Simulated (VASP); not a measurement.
# CaI2 (P-3m1) in VASP: a series of runs

The runs below take CaI2 through single point, with LDA.

Program: VASP 6.6.1. These are calculated values, not measurements. Logs are shortened: lines on timing, memory, paths and dates and some standing lists are left out, and cuts for length are marked.

## 1. The cell of the first run

It takes space group P-3m1 (No. 164, trigonal). The conventional cell has a = 3.768 Å, b = 3.768 Å, c = 6.250 Å, α = 90.00°, β = 90.00°, γ = 120.00°. Within 3.8 Å of Ca (site symmetry -3m) lie 6 I at 2.84 Å and 6 Ca at 3.77 Å. Within 3.8 Å of I (site symmetry 3m) lie 3 Ca at 2.84 Å and 9 I at 3.38 to 3.77 Å.

## 2. Single point, LDA

Contents of INCAR:

```
ALGO = Normal
EDIFF = 1E-7
ENCUT = 520
ISIF = 2
ISMEAR = -1
LASPH = True
LCHARG = False
LREAL = False
LWAVE = False
NBANDS = 19
NELM = 100
PREC = Accurate
SIGMA = 0.03
```

Contents of KPOINTS:

```
k-points
0
Gamma
  7 7 4
```

Contents of POSCAR:

```
CaI2
1.0
    3.7679595468      0.0000000000      0.0000000000
   -1.8839797734      3.2631486880      0.0000000000
    0.0000000000      0.0000000000      6.2497384280
Ca I
1 2
Direct
    0.0000000000      0.0000000000      0.0000000000
    0.3333333333      0.6666666667      0.2927857377
    0.6666666667      0.3333333333      0.7072142623
```

Potentials or basis: VASP PAW LDA potentials, release 64 (Ca_sv, I).

Run with:

```
$ cat potpaw_LDA.64/Ca_sv/POTCAR potpaw_LDA.64/I/POTCAR > POTCAR
$ mpirun -np 1 vasp_std > vasp.out
```

OUTCAR:

```text
EDIFF = 1E-7
   ENCUT = 520
   ISIF = 2
   ISMEAR = -1
   LASPH = True
   LREAL = False
   NELM = 100
   PREC = Accurate

 ion  position               nearest neighbor table
   1  0.000  0.000  0.000-   2 2.84   3 2.84   3 2.84   2 2.84   3 2.84   2 2.84
   2  0.333  0.667  0.293-   1 2.84   1 2.84   1 2.84   3 3.38   3 3.38   3 3.38
   3  0.667  0.333  0.707-   1 2.84   1 2.84   1 2.84   2 3.38   2 3.38   2 3.38

  LATTYP: Found a hexagonal cell.
 ALAT       =     3.7679595468
 C/A-ratio  =     1.6586532712

  Lattice vectors:

 A1 = (   3.7679595468,   0.0000000000,   0.0000000000)
 A2 = (  -1.8839797734,   3.2631486880,   0.0000000000)
 A3 = (   0.0000000000,   0.0000000000,   6.2497384280)

Analysis of symmetry for initial positions (statically):
=====================================================================
 Subroutine PRICEL returns:
 Original cell was already a primitive cell.

 Routine SETGRP: Setting up the symmetry group for a
 hexagonal supercell.

 Subroutine GETGRP returns: Found 12 space group operations
 (whereof 12 operations were pure point group operations)
 out of a pool of 24 trial point group operations.

The static configuration has the point symmetry D_3d.

Analysis of symmetry for dynamics (positions and initial velocities):
=====================================================================
 Subroutine PRICEL returns:
 Original cell was already a primitive cell.

 Routine SETGRP: Setting up the symmetry group for a
 hexagonal supercell.

 Subroutine GETGRP returns: Found 12 space group operations
 (whereof 12 operations were pure point group operations)
 out of a pool of 24 trial point group operations.

The dynamic configuration has the point symmetry D_3d.

 Subroutine INISYM returns: Found 12 space group operations
 (whereof 12 operations are pure point group operations),
 and found     1 'primitive' translations

----------------------------------------------------------------------------------------

                                     Primitive cell

  volume of cell :      76.8431

  direct lattice vectors                    reciprocal lattice vectors
     3.767959547  0.000000000  0.000000000     0.265395631  0.153226239  0.000000000
    -1.883979773  3.263148688  0.000000000     0.000000000  0.306452478  0.000000000
     0.000000000  0.000000000  6.249738428     0.000000000  0.000000000  0.160006697

  length of vectors
     3.767959547  3.767959547  6.249738428     0.306452478  0.306452478  0.160006697

  position of ions in fractional coordinates (direct lattice)
     0.000000000  0.000000000  0.000000000
     0.333333333  0.666666667  0.292785738
     0.666666667  0.333333333  0.707214262

  ion indices of the primitive-cell ions
   primitive index   ion index
                 1           1
                 2           2
                 3           3

----------------------------------------------------------------------------------------

 KPOINTS: k-points

Automatic generation of k-mesh.
 Grid dimensions read from file:
 generate k-points for:    7    7    4

 Generating k-lattice:

  Cartesian coordinates                     Fractional coordinates (reciprocal lattice)
     0.037913662  0.021889463  0.000000000     0.142857143  0.000000000  0.000000000
     0.000000000  0.043778925  0.000000000     0.000000000  0.142857143  0.000000000
     0.000000000  0.000000000  0.040001674     0.000000000  0.000000000  0.250000000

  Length of vectors
     0.043778925  0.043778925  0.040001674

  Shift w.r.t. Gamma in fractional coordinates (k-lattice)
     0.000000000  0.000000000  0.000000000

 Subroutine IBZKPT returns following result:
 ===========================================

 Found     28 irreducible k-points:

 Following reciprocal coordinates:
            Coordinates               Weight
  0.000000  0.000000  0.000000      1.000000
  0.142857  0.000000  0.000000      6.000000
  0.285714  0.000000  0.000000      6.000000
  0.428571 -0.000000  0.000000      6.000000
  0.142857  0.142857  0.000000      6.000000
  0.285714  0.142857  0.000000     12.000000
[... 16 lines left out ...]
  0.285714  0.000000  0.500000      6.000000
  0.428571 -0.000000  0.500000      6.000000
 [... further k-points ...]
   k-points           NKPTS =     28   k-points in BZ     NKDIM =     28   number of bands    NBANDS=     19
   number of dos      NEDOS =    301   number of ions     NIONS =      3
   total plane-waves  NPLWV =  37632
   dimension x,y,z NGX =    28 NGY =   28 NGZ =   48
   dimension x,y,z NGXF=    56 NGYF=   56 NGZF=   96
   ions per type =               1   2
   NGX,Y,Z   is equivalent  to a cutoff of  12.35, 12.35, 12.77 a.u.
   NGXF,Y,Z  is equivalent  to a cutoff of  24.71, 24.71, 25.54 a.u.
 SYSTEM =  unknown system
   PREC   = accura    normal or accurate (medium, high low for compatibility)
   ISTART =      0    job   : 0-new  1-cont  2-samecut
   ICHARG =      2    charge: 1-file 2-atom 10-const
   ISPIN  =      1    spin polarized calculation?
   LNONCOLLINEAR =      F non collinear calculations
   LSORBIT =      F    spin-orbit coupling
   LASPH  =      T    aspherical Exc in radial PAW
   ENCUT  =  520.0 eV  38.22 Ry    6.18 a.u.   7.01  7.01 11.62*2*pi/ulx,y,z
   NELM   =    100;   NELMIN=  2; NELMDL= -5     # of ELM steps
   EDIFF  = 0.1E-06   stopping-criterion for ELM
   LREAL  =      F    real-space projection
   EDIFFG = 0.1E-05   stopping-criterion for IOM
   NSW    =      0    number of steps for IOM
   IBRION =     -1    ionic relax: 0-MD 1-quasi-New 2-CG
   NFREE  =      0    steps in history (QN), initial steepest desc. (CG)
   ISIF   =      2    stress and relaxation
   ISYM   =      2    0-nonsym 1-usesym 2-fastsym
   POTIM  = 0.5000    time-step for ionic-motion
   TEBEG  =    0.0;   TEEND  =   0.0 temperature during run
   PSTRESS=    0.0 pullay stress
   NELECT =      24.0000    total number of electrons
   NUPDOWN=      -1.0000    fix difference up-down
   EMIN   =  10.00;   EMAX   =-10.00  energy-range for DOS
   EFERMI =   0.00;   METHOD = LEGACY
   ISMEAR =    -1;   SIGMA  =   0.03  broadening in eV -4-tet -1-fermi 0-gaus
   EFERMI_NEDOS =   21; number of points for ismear=-14 and -15
   IALGO  =     38    algorithm
   IMIX   =      4    mixing-type and parameters
     AMIX     =   0.40;   BMIX     =  1.00
     AMIX_MAG =   1.60;   BMIX_MAG =  1.00
  volume/ion in A,a.u.               =      25.61       172.85
  Fermi-wavevector in a.u.,A,eV,Ry     =   1.110735  2.098984 16.785931  1.233731
  Thomas-Fermi vector in A             =   2.247290
   LORBIT       =      0    0 simple, 1 ext, 2 COOP (PROOUT), +10 PAW based schemes
   GGA     = CA    functional components
   LHFCALC =     F    Hartree Fock is set to
   AEXX    =    0.0000 exact exchange contribution
   IVDW    =     0    specifies the selected vdW correction
   LEPSILON=     F    determine dielectric tensor
   LRPA    =     F    only Hartree local field effects (RPA)
 non-spin polarized calculation
  energy-cutoff  :      520.00
  volume of cell :       76.84
 maximum number of plane-waves:      2088
   NGX = 13   NGY = 13   NGZ = 23

 number of electron      24.0000002 magnetization

 Free energy of the ion-electron system (eV)
  ---------------------------------------------------
  ext. energy  EPLUGINS =         0.00000000
  ---------------------------------------------------
  free energy    TOTEN  =        -9.89339022 eV

  energy without entropy =       -9.89339022  energy(sigma->0) =       -9.89339022

 E-fermi :   7.1626     XC(G=0): -10.2845

 val. band max:        6.4746998817   @ k =   0.0000   0.0000   0.0000
 cond. band min:       8.2301460554   @ k =   0.4286  -0.0000   0.0000
 fundamental gap:      1.7554461737
 Fermi energy:         7.1625930580

 k-point     1 :       0.0000    0.0000    0.0000
  band No.  band energies     occupation
      1     -32.6412      2.00000
      2     -14.2240      2.00000
      3     -13.9936      2.00000
      4     -13.9936      2.00000
      5      -7.5013      2.00000
      6      -5.7014      2.00000
[... 11 lines left out ...]
     18      11.2994      0.00000
     19      11.9676      0.00000

 k-point     2 :       0.1429    0.0000    0.0000
  band No.  band energies     occupation
      1     -32.6367      2.00000
      2     -14.2025      2.00000
      3     -14.0518      2.00000
      4     -14.0043      2.00000
      5      -7.2928      2.00000
      6      -5.6717      2.00000
[... 11 lines left out ...]
     18      12.5190      0.00000
     19      13.2338      0.00000

 k-point     3 :       0.2857    0.0000    0.0000
  band No.  band energies     occupation
      1     -32.6267      2.00000
      2     -14.1843      2.00000
      3     -14.1469      2.00000
      4     -14.0281      2.00000
      5      -6.7512      2.00000
      6      -5.6241      2.00000
[... 11 lines left out ...]
     18      13.0058      0.00000
     19      13.4277      0.00000

 k-point     4 :       0.4286   -0.0000    0.0000
  band No.  band energies     occupation
      1     -32.6186      2.00000
      2     -14.2770      2.00000
      3     -14.1109      2.00000
      4     -14.0471      2.00000
      5      -6.1318      2.00000
      6      -5.6945      2.00000
[... 11 lines left out ...]
     18      12.8912      0.00000
     19      13.3573      0.00000

 k-point     5 :       0.1429    0.1429    0.0000
  band No.  band energies     occupation
      1     -32.6295      2.00000
      2     -14.1679      2.00000
      3     -14.1351      2.00000
      4     -14.0294      2.00000
      5      -6.9172      2.00000
      6      -5.6296      2.00000
[... 11 lines left out ...]
     18      13.8796      0.00000
     19      13.9140      0.00000

 k-point     6 :       0.2857    0.1429    0.0000
  band No.  band energies     occupation
      1     -32.6204      2.00000
      2     -14.2296      2.00000
      3     -14.1234      2.00000
      4     -14.0670      2.00000
      5      -6.3324      2.00000
      6      -5.6187      2.00000
[... 11 lines left out ...]
     18      13.3972      0.00000
     19      13.8841      0.00000

 k-point     7 :       0.4286    0.1429    0.0000
  band No.  band energies     occupation
      1     -32.6164      2.00000
      2     -14.2695      2.00000
      3     -14.1012      2.00000
      4     -14.0866      2.00000
      5      -5.9107      2.00000
      6      -5.7372      2.00000
[... 11 lines left out ...]
     18      13.0527      0.00000
     19      13.5911      0.00000

 k-point     8 :       0.2857    0.2857    0.0000
  band No.  band energies     occupation
      1     -32.6154      2.00000
      2     -14.2255      2.00000
      3     -14.1460      2.00000
      4     -14.0970      2.00000
      5      -5.8975      2.00000
      6      -5.6616      2.00000
[... 256 lines left out ...]
 k-point    20 :       0.2857    0.2857    0.2500
  band No.  band energies     occupation
      1     -32.6154      2.00000
      2     -14.2249      2.00000
      3     -14.1458      2.00000
      4     -14.0976      2.00000
      5      -5.9207      2.00000
      6      -5.6433      2.00000
[... 11 lines left out ...]
     18      13.1675      0.00000
     19      14.4165      0.00000

 k-point    21 :       0.0000    0.0000    0.5000
  band No.  band energies     occupation
      1     -32.6412      2.00000
      2     -14.2316      2.00000
      3     -13.9936      2.00000
      4     -13.9936      2.00000
      5      -7.0250      2.00000
      6      -6.3888      2.00000
[... 11 lines left out ...]
     18      12.3115      0.00000
     19      13.4260      0.00000

 k-point    22 :       0.1429    0.0000    0.5000
  band No.  band energies     occupation
      1     -32.6367      2.00000
      2     -14.2089      2.00000
      3     -14.0512      2.00000
      4     -14.0042      2.00000
      5      -6.9019      2.00000
      6      -6.2223      2.00000
[... 11 lines left out ...]
     18      12.9234      0.00000
     19      13.6257      0.00000

 k-point    23 :       0.2857    0.0000    0.5000
  band No.  band energies     occupation
      1     -32.6267      2.00000
      2     -14.1842      2.00000
      3     -14.1495      2.00000
      4     -14.0280      2.00000
      5      -6.5777      2.00000
      6      -5.8444      2.00000
[... 11 lines left out ...]
     18      12.4262      0.00000
     19      12.6053      0.00000

 k-point    24 :       0.4286   -0.0000    0.5000
  band No.  band energies     occupation
      1     -32.6186      2.00000
      2     -14.2756      2.00000
      3     -14.1125      2.00000
      4     -14.0469      2.00000
      5      -6.2444      2.00000
      6      -5.5497      2.00000
[... 11 lines left out ...]
     18      12.2080      0.00000
     19      12.9739      0.00000

 [... further k-points ...]

------------------------ aborting loop because EDIFF is reached ----------------------------------------

  FORCE on cell =-STRESS in cart. coord.  units (eV):
  Direction    XX          YY          ZZ          XY          YZ          ZX
  --------------------------------------------------------------------------------------
  -------------------------------------------------------------------------------------
  Total        8.3565167      8.3565167      8.4051460      0.0000000      0.0000000      0.0000000
  in kB      174.2332083    174.2332083    175.2471277      0.0000000      0.0000000      0.0000000
  external PRESSURE =     174.5711815 kB  Pullay stress =       0.0000000 kB

 VOLUME and BASIS-vectors are now :
 -----------------------------------------------------------------------------
  energy-cutoff  :      520.00
  volume of cell :       76.84
      direct lattice vectors                 reciprocal lattice vectors
     3.767959547  0.000000000  0.000000000     0.265395631  0.153226239  0.000000000
    -1.883979773  3.263148688  0.000000000     0.000000000  0.306452478  0.000000000
     0.000000000  0.000000000  6.249738428     0.000000000  0.000000000  0.160006697

 POSITION                                       TOTAL-FORCE (eV/Angst)
 -----------------------------------------------------------------------------------
      0.00000      0.00000      0.00000        -0.000000      0.000000      0.000000
     -0.00000      2.17543      1.82983        -0.000000      0.000000      0.044319
      1.88398      1.08772      4.41990         0.000000     -0.000000     -0.044319
 -----------------------------------------------------------------------------------
    total drift:                                0.000000      0.000000     -0.000000

  FREE ENERGIE OF THE ION-ELECTRON SYSTEM (eV)
  ---------------------------------------------------
  free  energy   TOTEN  =        -9.8933902248 eV

  energy  without entropy=       -9.8933902248  energy(sigma->0) =       -9.89339022
```

Wall time 25 s (1 thread of Intel Xeon Platinum 8488C (Sapphire Rapids), shared host); peak memory 0.18 GiB.

What came out:

```yaml
Free_energy: -9.8934 eV
Pressure: 17.5 GPa
Largest_force: 0.044 eV/Å
Band_gap_on_the_k_mesh: 1.76 eV (least direct gap 2.77 eV)
```

Forces on the atoms (eV/Å):
```
Ca   0.000  0.000  0.000
I    0.000  0.000  0.044
I    0.000  0.000 -0.044
```

Caveat: the cell stands under pressure; spin-orbit coupling is left out, which moves the levels of the heavy elements; an odd mesh through Γ misses points on the zone boundary, where band edges can lie.

[end of part 1 of 2]
